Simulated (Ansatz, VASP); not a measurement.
**GaN: VASP beside Ansatz**

```xyz
4
Lattice="3.1624 0.0000 0.0000 -1.5812 2.7387 0.0000 0.0000 0.0000 5.1498" Properties=species:S:1:pos:R:3 pbc="T T T"
Ga    0.0000    1.8258   -0.0045
Ga    1.5812    0.9129    2.5705
N     0.0000    1.8258    1.9357
N     1.5812    0.9129    4.5106
```

Alike in both runs: task single point; functional r2SCAN; k mesh 8 × 8 × 4; no spin polarisation.

|  | VASP | Ansatz |
| --- | --- | --- |
| version | VASP 6.6.1 | Ansatz 0.2.0 |
| potentials or method | VASP PAW PBE potentials, release 64 (Ga_d, N) | PAW with Ansatz's default frozen-core files, scalar-relativistic |
| plane-wave cutoff (eV) | 520 | 500 |
| occupations | gaussian, width 0.01 eV | fixed |
| valence electrons in the cell | 36 | 36 |

VASP gave:

```
gap on the k mesh at the Fermi level (eV)                     : 2.48
pressure (GPa)                                                : 5.2
traceless stress, the component that is largest in VASP (GPa) : -0.13
rms of the force components (eV/Å)                            : 0.004
```

Estimate Ansatz's values.

gap on the k mesh at the Fermi level (eV): 2.49; pressure (GPa): 4.0; traceless stress, the component that is largest in VASP (GPa): -0.01; rms of the force components (eV/Å): 0.000.

VASP's potentials were made for PBE, not for r2SCAN. Atom by atom the forces differ by 0.003 eV/Å (rms over components).
